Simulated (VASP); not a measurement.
Runs of VASP 6.6.1 on SrRhN2. The structure is that of space group P4/mmm (No. 123), or close to it. The cells are those of the table. 

```csv
task,spin,cell,k mesh,cutoff (eV),gap on the mesh (eV),pressure (GPa),moment (μB)
single point,off,"a = 3.899, b = 3.899, c = 3.846 Å, 4 atoms",12 × 12 × 12,520,none,0.1,-
single point,"collinear, ferromagnetic start","a = 3.901, b = 3.901, c = 3.855 Å, 4 atoms",4 × 4 × 4,520,none,0.1,(a)
single point,"collinear, ferromagnetic start","a = 4.059, b = 4.059, c = 3.761 Å, 4 atoms",4 × 4 × 4,520,none,-9.6,0.00
relaxation of cell and atoms,"collinear, ferromagnetic start","relaxed from a = 4.059, b = 4.059, c = 3.761 Å, 4 atoms",4 × 4 × 4,600,none,0.2,0.00
```

Alike in all rows: level PBE; potentials or basis VASP PAW PBE potentials, release 64 (Sr_sv, Rh_pv, N); smearing gaussian 0.1 eV.

Task: Estimate the missing entries.

Result: (a) 0.19.

Caveats: some runs use coarse meshes.

A k mesh can miss the band edges, and the runs leave out spin-orbit coupling on Rh, Sr.

A gap of «none» marks levels without a gap at the run's occupations.
